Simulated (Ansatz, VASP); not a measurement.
## One calculation of Ta, two programs

```
Ta
1.0
    -1.65950    1.65950    1.65950
     1.65950   -1.65950    1.65950
     1.65950    1.65950   -1.65950
Ta
1
Direct
  0.00000 0.00000 0.00000
```

Alike in both runs: functional PBE; k mesh 24 × 24 × 24; occupations gaussian, width 0.1 eV; no spin polarisation.

Ansatz relaxed the structure, and its values are those at the end. VASP's run is a single point on that final structure, the one shown.

|  | VASP | Ansatz |
| --- | --- | --- |
| version | VASP 6.6.1 | Ansatz 0.2.0 |
| potentials or method | VASP PAW PBE potentials, release 64 (Ta_pv), cutoff 520 eV | scalar-relativistic, plane waves, PAW |
| valence electrons in the cell | 11 | 13 |

Ansatz gave:

```
gap on the k mesh at the Fermi level (eV) : none
pressure (GPa)                            : 0.0
```

Question: Which values does VASP return?

Answer: gap on the k mesh at the Fermi level (eV): none; pressure (GPa): 0.1.

A gap of «none» marks a metal or a gap that the smearing closes. VASP's potentials hold 11 valence electrons a cell and Ansatz's 13, so a difference there can come from the potentials and not from the codes.

Neither program's run includes spin-orbit coupling.
